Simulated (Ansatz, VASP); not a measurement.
**Two plane-wave programs on WBr4F2**

```
W Br F
1.0
    -6.71439   -0.20942    0.19600
     3.18547   -6.11412   -0.26182
     3.11164    2.35366    5.63640
W Br F
1 4 2
Direct
  0.02883 0.99048 0.99414
  0.09083 0.81353 0.30154
  0.51371 0.67197 0.80655
  0.88227 0.20637 0.71995
  0.47532 0.30777 0.18785
  0.98981 0.81595 0.76747
  0.01923 0.19393 0.22249
```

Change from the starting cell: cell x1, atoms moved at random (sigma 0.15 Å) and cell strained at random (1.5 %), then relaxed without symmetry.

Alike in both runs: task relaxation of cell and atoms; functional PBE; k mesh 4 × 2 × 2; occupations gaussian, width 0.1 eV; no spin polarisation.

|  | VASP | Ansatz |
| --- | --- | --- |
| version | VASP 6.6.1 | Ansatz 0.2.0 |
| potentials or method | VASP PAW PBE potentials, release 64 (W_sv, Br, F), cutoff 600 eV | scalar-relativistic, plane waves, PAW |
| valence electrons in the cell | 56 | 56 |

```tsv
	VASP	Ansatz	Ansatz less VASP
gap on the k mesh at the Fermi level, each at its own relaxed structure (eV)	1.01	1.00	-0.014
relaxed volume (Å³/atom)	34.03	34.45	+0.415
relaxed length of the cell vector where the two differ most in proportion (Å)	6.769	6.871	+0.1016
```

The k mesh is coarse, so the values compare programs but aren't converged. Neither program's run includes spin-orbit coupling.
